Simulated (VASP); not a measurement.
A run of VASP 6.6.1 is set up as follows.

Contents of INCAR:

```
SYSTEM = C
PREC = Accurate
ENCUT = 520
EDIFF = 1E-6
ISMEAR = 0
SIGMA = 0.05
LREAL = Auto
LASPH = .True.
NELM = 80
ALGO = Normal
ISIF = 2
LWAVE = .False.
LCHARG = .False.
LDIPOL = .True.
IDIPOL = 3
DIPOL = 0.5 0.5 0.500
GGA = PS
NBANDS = 51
```

KPOINTS

```
Automatic mesh
0
Gamma
  11 8 1
  0 0 0
```

File POSCAR:

```
C
1.0
    2.5129226041      0.0000000000      0.0000000000
    0.0000000000      3.5538092279      0.0000000000
    0.0000000000      0.0000000000     25.0516904164
C
18
Direct
    0.5000000000      0.0294777056      0.3062515979
    0.0000000000      0.2205222944      0.3062515979
    0.0000000000      0.5097431962      0.3483900283
    0.5000000000      0.7402568038      0.3483900283
    0.5000000000      0.0008161369      0.3997880769
    0.0000000000      0.2491838631      0.3997880769
    0.0000000000      0.5004116977      0.4497705109
    0.5000000000      0.7495883023      0.4497705109
    0.5000000000      0.0001835253      0.5000000011
    0.0000000000      0.2498164747      0.5000000011
    0.0000000000      0.5004116976      0.5502294903
    0.5000000000      0.7495883024      0.5502294903
    0.5000000000      0.0008161373      0.6002119223
    0.0000000000      0.2491838627      0.6002119223
    0.0000000000      0.5097431980      0.6516099716
    0.5000000000      0.7402568020      0.6516099716
    0.5000000000      0.0294777100      0.6937484006
    0.0000000000      0.2205222900      0.6937484006
```

Potentials or basis: VASP PAW PBE potentials, release 64 (C).

Launch:

```sh
$ cat potpaw_PBE.64/C/POTCAR > POTCAR
$ mpirun -np 1 vasp_std > vasp.out
```

Task: Estimate the band gap on the k mesh.

Result: Zero (band 36 reaches 1.84 eV, above the bottom of band 37 at 1.71 eV).

Task: Predict the largest force.

Result: 0.044 eV/Å.

Forces on the atoms (eV/Å):
```
C    0.000  0.000 -0.044
C    0.000  0.000 -0.044
C    0.000  0.009  0.017
C    0.000 -0.009  0.017
C    0.000 -0.005 -0.008
C    0.000  0.005 -0.008
C    0.000 -0.004  0.000
C    0.000  0.004  0.000
C    0.000 -0.004  0.000
C    0.000  0.004  0.000
C    0.000 -0.004  0.000
C    0.000  0.004  0.000
C    0.000 -0.005  0.008
C    0.000  0.005  0.008
C    0.000  0.009 -0.017
C    0.000 -0.009 -0.017
C    0.000  0.000  0.044
C    0.000  0.000  0.044
```

Caveat: the PAW data sets were made with another functional, which shifts forces and pressure a little.
